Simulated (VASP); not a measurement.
Here is a VASP 6.6.1 calculation.

Contents of INCAR:

```
SYSTEM = Si
PREC = Accurate ; ENCUT = 520
EDIFF = 1E-7 ; ISMEAR = -1
SIGMA = 0.02 ; LREAL = .False.
LASPH = .True. ; NELM = 80
ALGO = Normal ; ISIF = 2
LWAVE = .False. ; LCHARG = .False.
LDIPOL = .True. ; IDIPOL = 3
DIPOL = 0.5 0.5 0.500 ; GGA = PE
NBANDS = 16
```

Contents of KPOINTS:

```
regular mesh
0
Gamma
  8 6 1
  0 0 0
```

Contents of POSCAR:

```
Si
1.0
    3.8685410222      0.0000000000      0.0000000000
    0.0000000000      5.4709431802      0.0000000000
    0.0000000000      0.0000000000     17.9343000000
Si
4
Direct
    0.0000000000      0.3750000000      0.4460734316
    0.5000000000      0.1250000000      0.4460734316
    0.5000000000      0.8750000000      0.5539265684
    0.0000000000      0.6250000000      0.5539265684
```

Potentials or basis: VASP PAW PBE potentials, release 64 (Si).

Command:

```sh
$ cat potpaw_PBE.64/Si/POTCAR > POTCAR
$ mpirun -np 1 vasp_std > vasp.out
```

Task: Predict the band gap on the k mesh.

Result: Zero (band 8 reaches -2.36 eV, above the bottom of band 9 at -2.49 eV).

Task: Estimate the largest force.

Result: 0.542 eV/Å.

Forces in eV/Å, atoms in the order of the input:
```
Si   0.000 -0.150  0.520
Si   0.000  0.150  0.520
Si   0.000 -0.150 -0.520
Si   0.000  0.150 -0.520
```
